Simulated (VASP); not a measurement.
A run of VASP 6.6.1:

INCAR

```
PREC     = Accurate       # precision mode
ENCUT    = 520            # plane-wave cutoff, eV
EDIFF    = 1E-6           # SCF threshold, eV
ISMEAR   = 0              # smearing method
SIGMA    = 0.15           # smearing width, eV
LREAL    = False          # projectors in reciprocal space
LASPH    = True           # aspherical terms in the spheres
NELM     = 60             # most SCF steps
ALGO     = Normal         # electronic algorithm
ISIF     = 2              # what is computed and relaxed
LWAVE    = False          # write WAVECAR
LCHARG   = False          # write CHGCAR
NBANDS   = 16             # bands
```

KPOINTS

```
regular mesh
0
Gamma
  14 14 14
```

Contents of POSCAR:

```
SbPb
1.0
    0.0000000000      3.0453121571      3.0453121571
    3.0453121571      0.0000000000      3.0453121571
    3.0453121571      3.0453121571      0.0000000000
Sb Pb
1 1
Direct
    0.5000000000      0.5000000000      0.5000000000
    0.0000000000      0.0000000000      0.0000000000
```

Potentials or basis: VASP PAW LDA potentials, release 64 (Sb, Pb_d).

Launch:

```console
$ cat potpaw_LDA.64/Sb/POTCAR potpaw_LDA.64/Pb_d/POTCAR > POTCAR
$ mpirun -np 1 vasp_std > vasp.out
```

Hardware: 1 thread of Intel(R) Xeon(R) 6975P-C (Granite Rapids), on a shared host.

Question: Estimate the wall time of this run.

Answer: It took 19 s on 1 thread of Intel(R) Xeon(R) 6975P-C (Granite Rapids), with other jobs on the host, peak memory 0.22 GiB. Counts: scf iterations 11, k points 104.
